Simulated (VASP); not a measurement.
# As (Im-3m) in VASP: further runs

As is run at these levels: BLYP; tasks: single point.

Everything below comes from runs of VASP 6.6.1. Logs are shortened: lines on timing, memory, paths and dates and some standing lists are left out, and cuts for length are marked.

### Step 1. The cell of the first run

The structure is cubic, space group Im-3m (No. 229). The conventional cell has a = 3.335 Å, b = 3.335 Å, c = 3.335 Å, α = 90.00°, β = 90.00°, γ = 90.00°. Within 3.8 Å of As (site symmetry m-3m) lie 14 As at 2.89 to 3.34 Å.

### Step 2. Single point, BLYP (volume scaled by 0.88)

INCAR

```
SYSTEM = As
  PREC = Accurate
  ENCUT = 520
  EDIFF = 1E-6
  ISMEAR = -1
  SIGMA = 0.1
  LREAL = .False.
  LASPH = .True.
  NELM = 80
  ALGO = Normal
  ISIF = 2
  LWAVE = .False.
  LCHARG = .False.
  GGA = B5
  ALDAX = 1.0
  AGGAX = 1.0
  AGGAC = 1.0
  ALDAC = 0.0
  NBANDS = 8
```

KPOINTS

```
regular mesh
0
Gamma
  14 14 14
  0 0 0
```

POSCAR

```
As
1.0
   -1.6677443224      1.6677443224      1.6677443224
    1.6677443224     -1.6677443224      1.6677443224
    1.6677443224      1.6677443224     -1.6677443224
As
1
Direct
    0.0000000000      0.0000000000      0.0000000000
```

Potentials or basis: VASP PAW PBE potentials, release 64 (As).

Launch:

```
$ cat potpaw_PBE.64/As/POTCAR > POTCAR
$ mpirun -np 1 vasp_std > vasp.out
```

OUTCAR:

```text
SYSTEM = As
   PREC = Accurate
   ENCUT = 520
   EDIFF = 1E-6
   ISMEAR = -1
   LREAL = .False.
   LASPH = .True.
   NELM = 80
   ISIF = 2
   GGA = B5

 ion  position               nearest neighbor table
   1  0.000  0.000  0.000-

  LATTYP: Found a body centered cubic cell.
 ALAT       =     3.3354886448

  Lattice vectors:

 A1 = (  -1.6677443224,   1.6677443224,   1.6677443224)
 A2 = (   1.6677443224,  -1.6677443224,   1.6677443224)
 A3 = (   1.6677443224,   1.6677443224,  -1.6677443224)

Analysis of symmetry for initial positions (statically):
=====================================================================
 Subroutine PRICEL returns:
 Original cell was already a primitive cell.

 Routine SETGRP: Setting up the symmetry group for a
 body centered cubic supercell.

 Subroutine GETGRP returns: Found 48 space group operations
 (whereof 48 operations were pure point group operations)
 out of a pool of 48 trial point group operations.

The static configuration has the point symmetry O_h .

Analysis of symmetry for dynamics (positions and initial velocities):
=====================================================================
 Subroutine PRICEL returns:
 Original cell was already a primitive cell.

 Routine SETGRP: Setting up the symmetry group for a
 body centered cubic supercell.

 Subroutine GETGRP returns: Found 48 space group operations
 (whereof 48 operations were pure point group operations)
 out of a pool of 48 trial point group operations.

The dynamic configuration has the point symmetry O_h .

 Subroutine INISYM returns: Found 48 space group operations
 (whereof 48 operations are pure point group operations),
 and found     1 'primitive' translations

----------------------------------------------------------------------------------------

                                     Primitive cell

  volume of cell :      18.5545

  direct lattice vectors                    reciprocal lattice vectors
    -1.667744322  1.667744322  1.667744322     0.000000000  0.299806147  0.299806147
     1.667744322 -1.667744322  1.667744322     0.299806147  0.000000000  0.299806147
     1.667744322  1.667744322 -1.667744322     0.299806147  0.299806147  0.000000000

  length of vectors
     2.888617900  2.888617900  2.888617900     0.423989920  0.423989920  0.423989920

  position of ions in fractional coordinates (direct lattice)
     0.000000000  0.000000000  0.000000000

  ion indices of the primitive-cell ions
   primitive index   ion index
                 1           1

----------------------------------------------------------------------------------------

 KPOINTS: regular mesh

Automatic generation of k-mesh.
 Grid dimensions read from file:
 generate k-points for:   14   14   14

 Generating k-lattice:

  Cartesian coordinates                     Fractional coordinates (reciprocal lattice)
     0.000000000  0.021414725  0.021414725     0.071428571  0.000000000  0.000000000
     0.021414725  0.000000000  0.021414725     0.000000000  0.071428571  0.000000000
     0.021414725  0.021414725  0.000000000     0.000000000  0.000000000  0.071428571

  Length of vectors
     0.030284994  0.030284994  0.030284994

  Shift w.r.t. Gamma in fractional coordinates (k-lattice)
     0.000000000  0.000000000  0.000000000

 Subroutine IBZKPT returns following result:
 ===========================================

 Found    104 irreducible k-points:

 Following reciprocal coordinates:
            Coordinates               Weight
  0.000000  0.000000  0.000000      1.000000
  0.071429  0.000000  0.000000     12.000000
  0.142857  0.000000  0.000000     12.000000
  0.214286  0.000000  0.000000     12.000000
  0.285714  0.000000  0.000000     12.000000
  0.357143  0.000000  0.000000     12.000000
[... 16 lines left out ...]
  0.285714  0.285714  0.000000     24.000000
  0.357143  0.285714  0.000000     24.000000
 [... further k-points ...]
   k-points           NKPTS =    104   k-points in BZ     NKDIM =    104   number of bands    NBANDS=      8
   number of dos      NEDOS =    301   number of ions     NIONS =      1
   total plane-waves  NPLWV =  13824
   dimension x,y,z NGX =    24 NGY =   24 NGZ =   24
   dimension x,y,z NGXF=    48 NGYF=   48 NGZF=   48
   ions per type =               1
   NGX,Y,Z   is equivalent  to a cutoff of  13.81, 13.81, 13.81 a.u.
   NGXF,Y,Z  is equivalent  to a cutoff of  27.62, 27.62, 27.62 a.u.
 SYSTEM =  As
   PREC   = accura    normal or accurate (medium, high low for compatibility)
   ISTART =      0    job   : 0-new  1-cont  2-samecut
   ICHARG =      2    charge: 1-file 2-atom 10-const
   ISPIN  =      1    spin polarized calculation?
   LNONCOLLINEAR =      F non collinear calculations
   LSORBIT =      F    spin-orbit coupling
   LASPH  =      T    aspherical Exc in radial PAW
   ENCUT  =  520.0 eV  38.22 Ry    6.18 a.u.   5.37  5.37  5.37*2*pi/ulx,y,z
   NELM   =     80;   NELMIN=  2; NELMDL= -5     # of ELM steps
   EDIFF  = 0.1E-05   stopping-criterion for ELM
   LREAL  =      F    real-space projection
   EDIFFG = 0.1E-04   stopping-criterion for IOM
   NSW    =      0    number of steps for IOM
   IBRION =     -1    ionic relax: 0-MD 1-quasi-New 2-CG
   NFREE  =      0    steps in history (QN), initial steepest desc. (CG)
   ISIF   =      2    stress and relaxation
   ISYM   =      2    0-nonsym 1-usesym 2-fastsym
   POTIM  = 0.5000    time-step for ionic-motion
   TEBEG  =    0.0;   TEEND  =   0.0 temperature during run
   PSTRESS=    0.0 pullay stress
   NELECT =       5.0000    total number of electrons
   NUPDOWN=      -1.0000    fix difference up-down
   EMIN   =  10.00;   EMAX   =-10.00  energy-range for DOS
   EFERMI =   0.00;   METHOD = LEGACY
   ISMEAR =    -1;   SIGMA  =   0.10  broadening in eV -4-tet -1-fermi 0-gaus
   EFERMI_NEDOS =   21; number of points for ismear=-14 and -15
   IALGO  =     38    algorithm
   IMIX   =      4    mixing-type and parameters
     AMIX     =   0.40;   BMIX     =  1.00
     AMIX_MAG =   1.60;   BMIX_MAG =  1.00
  volume/ion in A,a.u.               =      18.55       125.21
  Fermi-wavevector in a.u.,A,eV,Ry     =   1.057423  1.998239 15.213261  1.118143
  Thomas-Fermi vector in A             =   2.192695
   LORBIT       =      0    0 simple, 1 ext, 2 COOP (PROOUT), +10 PAW based schemes
   GGA     = B5    functional components
   LHFCALC =     F    Hartree Fock is set to
   AEXX    =    0.0000 exact exchange contribution
   IVDW    =     0    specifies the selected vdW correction
   LEPSILON=     F    determine dielectric tensor
   LRPA    =     F    only Hartree local field effects (RPA)
 non-spin polarized calculation
  energy-cutoff  :      520.00
  volume of cell :       18.55
 maximum number of plane-waves:       531
 NGX is ok and might be reduce to    24
   NGX = 11   NGY = 11   NGZ = 11

 number of electron       5.0000000 magnetization

 Free energy of the ion-electron system (eV)
  ---------------------------------------------------
  ext. energy  EPLUGINS =         0.00000000
  ---------------------------------------------------
  free energy    TOTEN  =        -3.30880477 eV

  energy without entropy =       -3.29368350  energy(sigma->0) =       -3.30124413

 E-fermi :   7.1723     XC(G=0): -10.1911

 val. band max:        7.1568429998   @ k =   0.3571   0.1429   0.0000
 cond. band min:       7.1773257792   @ k =  -0.3571   0.3571   0.2857
 fundamental gap:      0.0204827794
 Fermi energy:         7.1722714917

 k-point     1 :       0.0000    0.0000    0.0000
  band No.  band energies     occupation
      1      -8.0564      2.00000
      2      13.1276      0.00000
      3      13.1276      0.00000
      4      13.1276      0.00000
      5      20.4488      0.00000
      6      20.4488      0.00000
      7      20.4488      0.00000
      8      22.6029      0.00000

 k-point     2 :       0.0714    0.0000    0.0000
  band No.  band energies     occupation
      1      -7.9277      2.00000
      2      12.2711      0.00000
      3      12.7674      0.00000
      4      13.0532      0.00000
      5      19.8890      0.00000
      6      20.1017      0.00000
      7      21.0449      0.00000
      8      22.3871      0.00000

 k-point     3 :       0.1429    0.0000    0.0000
  band No.  band energies     occupation
      1      -7.5431      2.00000
      2      10.2911      0.00000
      3      11.9470      0.00000
      4      12.8420      0.00000
      5      18.8453      0.00000
      6      18.8476      0.00000
      7      22.3837      0.00000
      8      22.4272      0.00000

 k-point     4 :       0.2143    0.0000    0.0000
  band No.  band energies     occupation
      1      -6.9088      2.00000
      2       7.9287      0.00104
      3      11.0354      0.00000
      4      12.5338      0.00000
      5      17.5758      0.00000
      6      17.8424      0.00000
      7      22.4320      0.00000
      8      22.9238      0.00000

 k-point     5 :       0.2857    0.0000    0.0000
  band No.  band energies     occupation
      1      -6.0402      2.00000
      2       5.5480      2.00000
      3      10.2286      0.00000
      4      12.1949      0.00000
      5      16.5793      0.00000
      6      17.0206      0.00000
      7      22.8899      0.00000
      8      23.7372      0.00000
[... 177 lines left out ...]
 k-point    22 :       0.3571    0.2143    0.0000
  band No.  band energies     occupation
      1      -2.8107      2.00000
      2       1.7627      2.00000
      3       5.2645      2.00000
      4      10.2079      0.00000
      5      17.2764      0.00000
      6      20.3465      0.00000
      7      23.3165      0.00000
      8      24.4935      0.00000

 k-point    23 :       0.2857    0.2857    0.0000
  band No.  band energies     occupation
      1      -2.7802      2.00000
      2       2.4566      2.00000
      3       4.2194      2.00000
      4      10.1148      0.00000
      5      17.8018      0.00000
      6      20.3082      0.00000
      7      23.1346      0.00000
      8      25.7536      0.00000

 k-point    24 :       0.3571    0.2857    0.0000
  band No.  band energies     occupation
      1      -2.3537      2.00000
      2       2.2731      2.00000
      3       3.6178      2.00000
      4      10.0206      0.00000
      5      17.9372      0.00000
      6      20.9555      0.00000
      7      22.1347      0.00000
      8      26.3785      0.00000

 [... further k-points ...]

------------------------ aborting loop because EDIFF is reached ----------------------------------------

  FORCE on cell =-STRESS in cart. coord.  units (eV):
  Direction    XX          YY          ZZ          XY          YZ          ZX
  --------------------------------------------------------------------------------------
  -------------------------------------------------------------------------------------
  Total        1.2300335      1.2300335      1.2300335     -0.0000000     -0.0000000      0.0000000
  in kB      106.2133539    106.2133539    106.2133539     -0.0000000     -0.0000000      0.0000000
  external PRESSURE =     106.2133539 kB  Pullay stress =       0.0000000 kB

 VOLUME and BASIS-vectors are now :
 -----------------------------------------------------------------------------
  energy-cutoff  :      520.00
  volume of cell :       18.55
      direct lattice vectors                 reciprocal lattice vectors
    -1.667744322  1.667744322  1.667744322     0.000000000  0.299806147  0.299806147
     1.667744322 -1.667744322  1.667744322     0.299806147  0.000000000  0.299806147
     1.667744322  1.667744322 -1.667744322     0.299806147  0.299806147  0.000000000

 POSITION                                       TOTAL-FORCE (eV/Angst)
 -----------------------------------------------------------------------------------
      0.00000      0.00000      0.00000         0.000000      0.000000     -0.000000
 -----------------------------------------------------------------------------------
    total drift:                               -0.000000      0.000000      0.000000

  FREE ENERGIE OF THE ION-ELECTRON SYSTEM (eV)
  ---------------------------------------------------
  free  energy   TOTEN  =        -3.3088047689 eV

  energy  without entropy=       -3.2936834982  energy(sigma->0) =       -3.30124413
```

Run time: 6.4 s. Hardware: 1 thread of Intel Xeon 6975P-C (Granite Rapids), shared host; peak memory 0.14 GiB.

What came out:

```yaml
Free_energy: -3.3088 eV
Pressure: 10.6 GPa
```

Levels at points of the mesh, in eV from the Fermi level:
```csv
k point,band 1,band 2,band 3,band 4,band 5,band 6,band 7,band 8
"(0.00, 0.00, 0.00)",-15.23,5.96,5.96,5.96,13.28,13.28,13.28,15.43
"(0.50, 0.00, 0.00)",-10.43,-6.50,1.93,4.45,8.15,8.76,18.65,19.73
"(0.50, 0.50, 0.50)",-6.70,-2.26,-2.26,-2.26,4.05,4.05,24.31,24.31
```

Caveat: the PAW data sets were made with another functional, which shifts forces and pressure a little.

(Part 1 of 2 ends here.)
